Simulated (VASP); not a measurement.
A run of VASP 6.6.1:

File INCAR:

```
SYSTEM = CoPd
ALGO = Normal ; EDIFF = 1E-6
ENCUT = 600 ; GGA = PS
GGA_COMPAT = .FALSE. ; ISIF = 2
ISMEAR = -1 ; LASPH = .TRUE.
LCHARG = .TRUE. ; LELF = .TRUE.
LREAL = .FALSE. ; LVHAR = .TRUE.
LWAVE = .FALSE. ; NBANDS = 16
NELM = 120 ; PREC = Accurate
SIGMA = 0.1
```

KPOINTS

```
k-points
0
G
  14 14 14
  0 0 0
```

Contents of POSCAR:

```
CoPd
1.0
    1.3893799385      0.8021588815      4.4325275961
   -1.3893799385      0.8021588815      4.4325275961
    0.0000000000     -1.6043177630      4.4325275961
Co Pd
1 1
Direct
    0.0000000000      0.0000000000      0.0000000000
    0.5000000000      0.5000000000      0.5000000000
```

Potentials or basis: VASP PAW PBE potentials, release 64 (Co, Pd).

Run with:

```sh
$ cat potpaw_PBE.64/Co/POTCAR potpaw_PBE.64/Pd/POTCAR > POTCAR
$ mpirun -np 1 vasp_std > vasp.out
```

Hardware: 1 thread of AMD EPYC 9R45 96-Core Processor (Zen 5), with other jobs on the host.

Q: How long does it take, and how much memory?

A: Run time: 3.7 min on 1 thread of AMD EPYC 9R45 96-Core Processor (Zen 5) (shared host), peak memory 0.35 GiB. Counts: scf iterations 16, k points 288.
